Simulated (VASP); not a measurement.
# Mg12H (a cell with a defect) in VASP: a series of runs, part 2 of 3

VASP 6.6.1. The steps go on from the part before.

## (4) Single point, PBE+D3(BJ)

INCAR reads:

```
PREC = Accurate ; ENCUT = 520
EDIFF = 1E-7 ; ISMEAR = 0
SIGMA = 0.15 ; LREAL = False
LASPH = True ; NELM = 100
ALGO = Normal ; ISIF = 2
LWAVE = False ; LCHARG = False
GGA = PE ; IVDW = 12
NBANDS = 24
```

KPOINTS reads:

```
Automatic mesh
0
Gamma
  3 2 3
```

POSCAR reads:

```
Mg12H
1.0
    6.4200000000      0.0000000000      0.0000000000
   -4.8150000000      8.3398250000      0.0000000000
    0.0000000000      0.0000000000      5.2130400000
Mg H
12 1
Direct
   -0.0007472236     -0.0005242316      0.0020325952
    0.1614790729      0.2198742779      0.5016612188
   -0.0000588376      0.3328025468      0.0020719196
    0.1711287686      0.5462246510      0.4988227598
    0.0007873840      0.6671970935     -0.0061975354
    0.1744250724      0.9020791204      0.4997063134
    0.5005113965     -0.0007632055      0.0021799181
    0.6699050795      0.2235558900      0.5030164741
    0.4979203013      0.3320345451      0.0017993340
    0.6501230602      0.5482450771      0.4987886147
    0.5004456472      0.6670708318      0.0018338628
    0.6682734535      0.8894127874      0.5022437963
    0.0026663394      0.6680309239      0.5335213235
```

Potentials or basis: VASP PAW PBE potentials, release 64 (Mg, H).

Run with:

```bash
$ cat potpaw_PBE.64/Mg/POTCAR potpaw_PBE.64/H/POTCAR > POTCAR
$ mpirun -np 1 vasp_std > vasp.out
```

OUTCAR:

```text
PREC = Accurate
   ENCUT = 520
   EDIFF = 1E-7
   ISMEAR = 0
   LREAL = False
   LASPH = True
   NELM = 100
   ISIF = 2
   GGA = PE
   IVDW = 12
 IVDW          = 12

 ion  position               nearest neighbor table
   1  0.999  0.999  0.002-   6 3.15   6 3.17   2 3.19  12 3.19   2 3.19  12 3.19   7 3.20  11 3.20
                             9 3.20   5 3.21   3 3.21   7 3.22
   2  0.161  0.220  0.502-   6 3.10   4 3.11  10 3.15   8 3.17  12 3.17   1 3.19   3 3.19   1 3.19
                             3 3.19   9 3.21   9 3.21   8 3.25
   3  1.000  0.333  0.002-   4 3.14   4 3.17   8 3.18   2 3.19   8 3.19   2 3.19   9 3.20   1 3.21
                             7 3.21  11 3.22   5 3.22   9 3.22
   4  0.171  0.546  0.499-  13 1.96  10 3.07   2 3.11   3 3.14   8 3.16   3 3.17  11 3.17  11 3.20
                             5 3.24  12 3.25   5 3.28  10 3.35   6 3.42
   5  0.001  0.667  0.994-   7 3.20   1 3.21  11 3.21  11 3.21   3 3.22   9 3.23  10 3.23   6 3.24
                             4 3.24  10 3.28   4 3.28   6 3.29
   6  0.174  0.902  0.500-  13 1.96   2 3.10   8 3.14   1 3.15   7 3.17   1 3.17   7 3.19  12 3.19
                            12 3.23   5 3.24   5 3.29  10 3.39   4 3.42
   7  0.501  0.999  0.002-   6 3.17   6 3.19  12 3.20  12 3.20  11 3.20   1 3.20   5 3.20   8 3.20
                             3 3.21   8 3.21   9 3.21   1 3.22
   8  0.670  0.224  0.503-   6 3.14   4 3.16   2 3.17   3 3.18   3 3.19  10 3.19   9 3.20   7 3.20
                             9 3.21   7 3.21  12 3.21   2 3.25
   9  0.498  0.332  0.002-  10 3.16  10 3.18   8 3.20   3 3.20   1 3.20   2 3.21   8 3.21   2 3.21
                             7 3.21  11 3.22   3 3.22   5 3.23
  10  0.650  0.548  0.499-  13 1.97   4 3.07   2 3.15   9 3.16  11 3.17   9 3.18   8 3.19  11 3.20
                            12 3.23   5 3.23   5 3.28   4 3.35   6 3.39
  11  0.500  0.667  0.002-  10 3.17   4 3.17  10 3.20  12 3.20   7 3.20   4 3.20  12 3.20   1 3.20
                             5 3.21   5 3.21   3 3.22   9 3.22
  12  0.668  0.889  0.502-   2 3.17   1 3.19   6 3.19   1 3.19   7 3.20   7 3.20  11 3.20  11 3.20
                             8 3.21  10 3.23   6 3.23   4 3.25
  13  0.003  0.668  0.534-   6 1.96   4 1.96  10 1.97

  LATTYP: Found a simple monoclinic cell.
 ALAT       =     6.4200000000
 B/A-ratio  =     0.8120000000
 C/A-ratio  =     1.3228757108
 COS(beta)  =    -0.1889822286

  Lattice vectors:

 A1 = (   6.4200000000,   0.0000000000,   0.0000000000)
 A2 = (   0.0000000000,   0.0000000000,   5.2130400000)
 A3 = (  -1.6050000000,  -8.3398250000,   0.0000000000)

Analysis of symmetry for initial positions (statically):
=====================================================================
 Subroutine PRICEL returns:
 Original cell was already a primitive cell.

 Routine SETGRP: Setting up the symmetry group for a
 simple monoclinic supercell.

 Subroutine GETGRP returns: Found  1 space group operations
 (whereof  1 operations were pure point group operations)
 out of a pool of  4 trial point group operations.

The static configuration has the point symmetry C_1 .

Analysis of symmetry for dynamics (positions and initial velocities):
=====================================================================
 Subroutine PRICEL returns:
 Original cell was already a primitive cell.

 Routine SETGRP: Setting up the symmetry group for a
 simple monoclinic supercell.

 Subroutine GETGRP returns: Found  1 space group operations
 (whereof  1 operations were pure point group operations)
 out of a pool of  4 trial point group operations.

[... 115 lines left out ...]
   NGXF,Y,Z  is equivalent  to a cutoff of  24.86, 24.86, 25.51 a.u.
 SYSTEM =  unknown system
   PREC   = accura    normal or accurate (medium, high low for compatibility)
   ISTART =      0    job   : 0-new  1-cont  2-samecut
   ICHARG =      2    charge: 1-file 2-atom 10-const
   ISPIN  =      1    spin polarized calculation?
   LNONCOLLINEAR =      F non collinear calculations
   LSORBIT =      F    spin-orbit coupling
   LASPH  =      T    aspherical Exc in radial PAW
   ENCUT  =  520.0 eV  38.22 Ry    6.18 a.u.  11.94 17.91  9.69*2*pi/ulx,y,z
   NELM   =    100;   NELMIN=  2; NELMDL= -5     # of ELM steps
   EDIFF  = 0.1E-06   stopping-criterion for ELM
   LREAL  =      F    real-space projection
   EDIFFG = 0.1E-05   stopping-criterion for IOM
   NSW    =      0    number of steps for IOM
   IBRION =     -1    ionic relax: 0-MD 1-quasi-New 2-CG
   NFREE  =      0    steps in history (QN), initial steepest desc. (CG)
   ISIF   =      2    stress and relaxation
   ISYM   =      2    0-nonsym 1-usesym 2-fastsym
   POTIM  = 0.5000    time-step for ionic-motion
   TEBEG  =    0.0;   TEEND  =   0.0 temperature during run
   PSTRESS=    0.0 pullay stress
   NELECT =      25.0000    total number of electrons
   NUPDOWN=      -1.0000    fix difference up-down
   EMIN   =  10.00;   EMAX   =-10.00  energy-range for DOS
   EFERMI =   0.00;   METHOD = LEGACY
   ISMEAR =     0;   SIGMA  =   0.15  broadening in eV -4-tet -1-fermi 0-gaus
   EFERMI_NEDOS =   21; number of points for ismear=-14 and -15
   IALGO  =     38    algorithm
   IMIX   =      4    mixing-type and parameters
     AMIX     =   0.40;   BMIX     =  1.00
     AMIX_MAG =   1.60;   BMIX_MAG =  1.00
  volume/ion in A,a.u.               =      21.47       144.89
  Fermi-wavevector in a.u.,A,eV,Ry     =   0.732477  1.384180  7.299827  0.536522
  Thomas-Fermi vector in A             =   1.824949
   LORBIT       =      0    0 simple, 1 ext, 2 COOP (PROOUT), +10 PAW based schemes
   GGA     = PE    functional components
   LHFCALC =     F    Hartree Fock is set to
   AEXX    =    0.0000 exact exchange contribution
   IVDW    =    12    specifies the selected vdW correction
   LEPSILON=     F    determine dielectric tensor
   LRPA    =     F    only Hartree local field effects (RPA)
 non-spin polarized calculation
 Gauss-broadening in eV      SIGMA  =   0.15
  energy-cutoff  :      520.00
  volume of cell :      279.11
 maximum number of plane-waves:      7549
   NGX = 23   NGY = 35   NGZ = 19

 number of electron      25.0000000 magnetization

 Free energy of the ion-electron system (eV)
  ---------------------------------------------------
  ext. energy  EPLUGINS =         0.00000000
  ---------------------------------------------------
  free energy    TOTEN  =       -20.81405793 eV

  energy without entropy =      -20.73364445  energy(sigma->0) =      -20.77385119

 E-fermi :   2.6212     XC(G=0):  -8.4988

 val. band max:        2.5746238888   @ k =   0.0000   0.5000   0.3333
 cond. band min:       2.6334789929   @ k =   0.3333   0.0000   0.0000
 fundamental gap:      0.0588551041
 Fermi energy:         2.6212043629

 k-point     1 :       0.0000    0.0000    0.0000
  band No.  band energies     occupation
      1      -4.7839      2.00000
      2      -3.0499      2.00000
      3      -2.1584      2.00000
      4      -1.3015      2.00000
      5      -0.5661      2.00000
      6      -0.0259      2.00000
[... 259 lines left out ...]
     23       6.3110      0.00000
     24       6.3406      0.00000

------------------------ aborting loop because EDIFF is reached ----------------------------------------

 Edisp (eV)   -3.46483

 E8    (eV) :    -1.5051

  FORCE on cell =-STRESS in cart. coord.  units (eV):
  Direction    XX          YY          ZZ          XY          YZ          ZX
  --------------------------------------------------------------------------------------
  -------------------------------------------------------------------------------------
  Total      -3.74845    -3.86836    -3.63516     0.26997     0.00901    -0.00389
  in kB     -21.51689   -22.20518   -20.86659     1.54968     0.05172    -0.02235
  external pressure =      -21.53 kB  Pullay stress =        0.00 kB

 VOLUME and BASIS-vectors are now :
 -----------------------------------------------------------------------------
  energy-cutoff  :      520.00
  volume of cell :      279.11
      direct lattice vectors                 reciprocal lattice vectors
     6.420000000  0.000000000  0.000000000     0.155763240  0.089929945  0.000000000
    -4.815000000  8.339825000  0.000000000     0.000000000  0.119906593  0.000000000
     0.000000000  0.000000000  5.213040000     0.000000000  0.000000000  0.191826650

 POSITION                                       TOTAL-FORCE (eV/Angst)
 -----------------------------------------------------------------------------------
      1.60273      8.33545      0.01060        -0.003426     -0.002305     -0.003422
     -0.02200      1.83371      2.61518        -0.000530     -0.002330     -0.004360
      4.81718      2.77551      0.01080        -0.004608     -0.000994     -0.003599
     -1.53143      4.55542      2.60038        -0.033195      0.016015     -0.011671
     -3.20750      5.56431      5.18073         0.002119     -0.004980     -0.042653
     -3.22370      7.52318      2.60499         0.005339     -0.013107     -0.010704
     -1.59804      8.33346      0.01136         0.000465      0.000298     -0.003941
      3.22437      1.86442      2.62225         0.003587      0.002584     -0.000414
      1.59790      2.76911      0.00938        -0.000560      0.000285     -0.004514
      1.53399      4.57227      2.60020         0.043972      0.011871     -0.013723
      0.00091      5.56325      0.00956        -0.002076      0.002658     -0.004919
      0.00779      7.41755      2.61822        -0.001014     -0.000159     -0.002500
     -3.19945      5.57126      2.78127        -0.010073     -0.009834      0.106420
 -----------------------------------------------------------------------------------
    total drift:                                0.000022     -0.000008      0.000104

  FREE ENERGIE OF THE ION-ELECTRON SYSTEM (eV)
  ---------------------------------------------------
  free  energy   TOTEN  =       -24.2788837786 eV

  energy  without entropy=      -24.1984702975  energy(sigma->0) =      -24.23867704
```

It took 80 s on 1 thread of Intel Xeon Platinum 8488C (Sapphire Rapids), shared host; peak memory 0.38 GiB.

What came out:

```
Free energy                : -24.2789 eV
Pressure                   : -2.2 GPa
Largest force              : 0.107 eV/Å
Dispersion energy per atom : -0.267 eV
```

Forces on the atoms (eV/Å):
```
Mg  -0.003 -0.002 -0.003
Mg  -0.001 -0.002 -0.004
Mg  -0.005 -0.001 -0.004
Mg  -0.033  0.016 -0.012
Mg   0.002 -0.005 -0.043
Mg   0.005 -0.013 -0.011
Mg   0.000  0.000 -0.004
Mg   0.004  0.003  0.000
Mg  -0.001  0.000 -0.005
Mg   0.044  0.012 -0.014
Mg  -0.002  0.003 -0.005
Mg  -0.001  0.000 -0.003
H   -0.010 -0.010  0.106
```

Caveat: the k points lie up to 0.40 Å⁻¹ apart.

## (5) Single point, PBE+D3(BJ)

INCAR reads:

```
ALGO = Normal
EDIFF = 1E-6
ENCUT = 520
GGA = PE
ISIF = 2
ISMEAR = 0
IVDW = 12
LASPH = T
LCHARG = F
LREAL = F
LWAVE = F
NBANDS = 24
NELM = 60
PREC = Accurate
SIGMA = 0.15
```

KPOINTS reads:

```
k-points
0
Gamma
  3 2 3
```

POSCAR reads:

```
Mg12H
1.0
    6.4200000000      0.0000000000      0.0000000000
   -4.8150000000      8.3398250000      0.0000000000
    0.0000000000      0.0000000000      5.2130400000
Mg H
12 1
Direct
   -0.0005317715     -0.0001759030     -0.0018923699
    0.1617201524      0.2202304005      0.4985146862
    0.0001612487      0.3331458394     -0.0019036877
    0.1713870466      0.5465891670      0.5015793088
    0.0010094448      0.6675251579      0.0069811473
    0.1746585947      0.9024305666      0.5006382073
    0.5007410846     -0.0004010876     -0.0020189755
    0.6701510810      0.2239183676      0.4971062950
    0.4981400873      0.3323763988     -0.0016032871
    0.6503792827      0.5486085140      0.5016303347
    0.5006743762      0.6674210790     -0.0016566150
    0.6684974132      0.8897620753      0.4979102405
    0.0028628521      0.6684077903      0.4651813529
```

Potentials or basis: VASP PAW PBE potentials, release 64 (Mg, H).

Run with:

```bash
$ cat potpaw_PBE.64/Mg/POTCAR potpaw_PBE.64/H/POTCAR > POTCAR
$ mpirun -np 1 vasp_std > vasp.out
```

OUTCAR:

```text
EDIFF = 1E-6
   ENCUT = 520
   GGA = PE
   ISIF = 2
   ISMEAR = 0
   IVDW = 12
   LASPH = T
   LREAL = F
   NELM = 60
   PREC = Accurate
 IVDW          = 12

 ion  position               nearest neighbor table
   1  0.999  1.000  0.998-   6 3.15   6 3.17   2 3.19  12 3.19   2 3.19  12 3.19   7 3.20  11 3.20
                             9 3.20   5 3.21   3 3.21   7 3.22
   2  0.162  0.220  0.499-   6 3.10   4 3.11  10 3.15   8 3.17  12 3.17   1 3.19   3 3.19   1 3.19
                             3 3.19   9 3.21   9 3.21   8 3.25
   3  0.000  0.333  0.998-   4 3.14   4 3.17   8 3.18   2 3.19   8 3.19   2 3.19   9 3.20   1 3.21
                             7 3.21  11 3.22   5 3.22   9 3.22
   4  0.171  0.547  0.502-  13 1.96  10 3.07   2 3.11   3 3.14   8 3.16   3 3.17  11 3.17  11 3.20
                             5 3.24  12 3.25   5 3.28  10 3.35   6 3.42
   5  0.001  0.668  0.007-   7 3.20   1 3.21  11 3.21  11 3.21   3 3.22   9 3.23  10 3.23   6 3.23
                             4 3.24  10 3.28   4 3.28   6 3.29
   6  0.175  0.902  0.501-  13 1.96   2 3.10   8 3.14   1 3.15   7 3.17   1 3.17   7 3.19  12 3.19
                            12 3.23   5 3.23   5 3.29  10 3.39   4 3.42
   7  0.501  1.000  0.998-   6 3.17   6 3.19  12 3.20  12 3.20  11 3.20   1 3.20   5 3.20   8 3.20
                             3 3.21   8 3.21   9 3.21   1 3.22
   8  0.670  0.224  0.497-   6 3.14   4 3.16   2 3.17   3 3.18   3 3.19  10 3.19   9 3.20   7 3.20
                             9 3.21   7 3.21  12 3.21   2 3.25
   9  0.498  0.332  0.998-  10 3.16  10 3.18   8 3.20   3 3.20   1 3.20   2 3.21   8 3.21   2 3.21
                             7 3.21  11 3.22   3 3.22   5 3.23
  10  0.650  0.549  0.502-  13 1.97   4 3.07   2 3.15   9 3.16  11 3.17   9 3.18   8 3.19  11 3.20
                            12 3.23   5 3.23   5 3.28   4 3.35   6 3.39
  11  0.501  0.667  0.998-  10 3.17   4 3.17  10 3.20  12 3.20   7 3.20  12 3.20   4 3.20   1 3.20
                             5 3.21   5 3.21   3 3.22   9 3.22
  12  0.668  0.890  0.498-   2 3.17   1 3.19   6 3.19   1 3.19   7 3.20   7 3.20  11 3.20  11 3.20
                             8 3.21  10 3.23   6 3.23   4 3.25
  13  0.003  0.668  0.465-   6 1.96   4 1.96  10 1.97

  LATTYP: Found a simple monoclinic cell.
 ALAT       =     6.4200000000
 B/A-ratio  =     0.8120000000
 C/A-ratio  =     1.3228757108
 COS(beta)  =    -0.1889822286

[... 199 lines left out ...]
  ---------------------------------------------------
  ext. energy  EPLUGINS =         0.00000000
  ---------------------------------------------------
  free energy    TOTEN  =       -20.81507464 eV

  energy without entropy =      -20.73460873  energy(sigma->0) =      -20.77484168

 E-fermi :   2.6211     XC(G=0):  -8.4988

 val. band max:        2.5740425198   @ k =   0.0000   0.5000   0.3333
 cond. band min:       2.6336551084   @ k =   0.3333   0.0000   0.0000
 fundamental gap:      0.0596125886
 Fermi energy:         2.6211400988

 k-point     1 :       0.0000    0.0000    0.0000
  band No.  band energies     occupation
      1      -4.7846      2.00000
      2      -3.0507      2.00000
      3      -2.1583      2.00000
      4      -1.3018      2.00000
      5      -0.5662      2.00000
      6      -0.0261      2.00000
[... 259 lines left out ...]
     23       6.3103      0.00000
     24       6.3401      0.00000

------------------------ aborting loop because EDIFF is reached ----------------------------------------

 Edisp (eV)   -3.46482

 E8    (eV) :    -1.5051

  FORCE on cell =-STRESS in cart. coord.  units (eV):
  Direction    XX          YY          ZZ          XY          YZ          ZX
  --------------------------------------------------------------------------------------
  -------------------------------------------------------------------------------------
  Total      -3.74845    -3.87025    -3.63655     0.27189    -0.00932     0.00398
  in kB     -21.51689   -22.21605   -20.87457     1.56069    -0.05350     0.02282
  external pressure =      -21.54 kB  Pullay stress =        0.00 kB

 VOLUME and BASIS-vectors are now :
 -----------------------------------------------------------------------------
  energy-cutoff  :      520.00
  volume of cell :      279.11
      direct lattice vectors                 reciprocal lattice vectors
     6.420000000  0.000000000  0.000000000     0.155763240  0.089929945  0.000000000
    -4.815000000  8.339825000  0.000000000     0.000000000  0.119906593  0.000000000
     0.000000000  0.000000000  5.213040000     0.000000000  0.000000000  0.191826650

 POSITION                                       TOTAL-FORCE (eV/Angst)
 -----------------------------------------------------------------------------------
      1.60243      8.33836      5.20318        -0.003336     -0.002308      0.004320
     -0.02217      1.83668      2.59878        -0.000570     -0.002343      0.004638
     -1.60306      2.77838      5.20312        -0.004499     -0.000853      0.004181
     -1.53152      4.55846      2.61475        -0.035299      0.017071      0.011721
     -3.20765      5.56704      0.03639         0.001996     -0.004590      0.042177
     -3.22390      7.52611      2.60985         0.005253     -0.014225      0.010906
     -1.59831      8.33648      5.20251         0.000526      0.000264      0.004531
      3.22420      1.86744      2.59144         0.003543      0.002681      0.000483
      1.59767      2.77196      5.20468        -0.000619      0.000262      0.004977
      1.53389      4.57530      2.61502         0.044571      0.012168      0.013981
      0.00070      5.56618      5.20440        -0.002039      0.002658      0.006023
      0.00755      7.42046      2.59563        -0.001001     -0.000177      0.002485
     -3.20000      5.57440      2.42501        -0.008526     -0.010608     -0.110423
 -----------------------------------------------------------------------------------
    total drift:                                0.000060     -0.000045     -0.000183

  FREE ENERGIE OF THE ION-ELECTRON SYSTEM (eV)
  ---------------------------------------------------
  free  energy   TOTEN  =       -24.2798973550 eV

  energy  without entropy=      -24.1994314383  energy(sigma->0) =      -24.23966440
```

OSZICAR:

```text
N       E                     dE             d eps       ncg     rms          rms(c)
DAV:   1     0.195080307105E+02    0.19508E+02   -0.73138E+03   480   0.743E+02
DAV:   2    -0.192248333386E+02   -0.38733E+02   -0.36600E+02   584   0.865E+01
DAV:   3    -0.212630213212E+02   -0.20382E+01   -0.19929E+01   624   0.168E+01
DAV:   4    -0.212908317812E+02   -0.27810E-01   -0.27763E-01   544   0.209E+00
DAV:   5    -0.212911287888E+02   -0.29701E-03   -0.29699E-03   648   0.248E-01    0.392E+00
DAV:   6    -0.209245516043E+02    0.36658E+00   -0.32502E-01   600   0.208E+00    0.212E+00
DAV:   7    -0.208200862238E+02    0.10447E+00   -0.45951E-01   592   0.237E+00    0.559E-01
DAV:   8    -0.208153508197E+02    0.47354E-02   -0.81275E-02   520   0.120E+00    0.232E-01
DAV:   9    -0.208152655344E+02    0.85285E-04   -0.10180E-02   592   0.368E-01    0.669E-02
DAV:  10    -0.208150563647E+02    0.20917E-03   -0.10094E-03   640   0.131E-01    0.418E-02
DAV:  11    -0.208150702825E+02   -0.13918E-04   -0.30016E-04   552   0.727E-02    0.113E-02
DAV:  12    -0.208150746034E+02   -0.43209E-05   -0.34760E-05   592   0.204E-02    0.228E-03
DAV:  13    -0.208150746422E+02   -0.38775E-07   -0.12400E-06   424   0.475E-03
   1 F= -.24279897E+02 E0= -.24239664E+02  d E =-.804659E-01
```

It took 66 s on 1 thread of Intel Xeon Platinum 8488C (Sapphire Rapids), shared host; peak memory 0.35 GiB.

Results:

* Free energy: -24.2799 eV
* Pressure: -2.2 GPa
* Largest force: 0.111 eV/Å
* Dispersion energy per atom: -0.267 eV

Forces in eV/Å, atoms in the order of the input:
```
Mg  -0.003 -0.002  0.004
Mg  -0.001 -0.002  0.005
Mg  -0.004 -0.001  0.004
Mg  -0.035  0.017  0.012
Mg   0.002 -0.005  0.042
Mg   0.005 -0.014  0.011
Mg   0.001  0.000  0.005
Mg   0.004  0.003  0.000
Mg  -0.001  0.000  0.005
Mg   0.045  0.012  0.014
Mg  -0.002  0.003  0.006
Mg  -0.001  0.000  0.002
H   -0.009 -0.011 -0.110
```

Stress tensor (GPa, compression positive):
```
-2.15  0.16  0.00
 0.16 -2.22 -0.01
 0.00 -0.01 -2.09
```

Levels at points of the mesh, in eV from the Fermi level:
```
           k point  band 9  band 10  band 11  band 12  band 13  band 14  band 15  band 16
(0.00, 0.00, 0.00)   -1.63    -0.71    -0.20     0.15     0.26     0.31     0.52     1.62
(0.00, 0.50, 0.00)   -1.40    -1.21    -1.19    -0.76    -0.32    -0.19     1.45     1.77
```

Caveat: the k points lie up to 0.40 Å⁻¹ apart.

(Continued in part 3 of 3.)
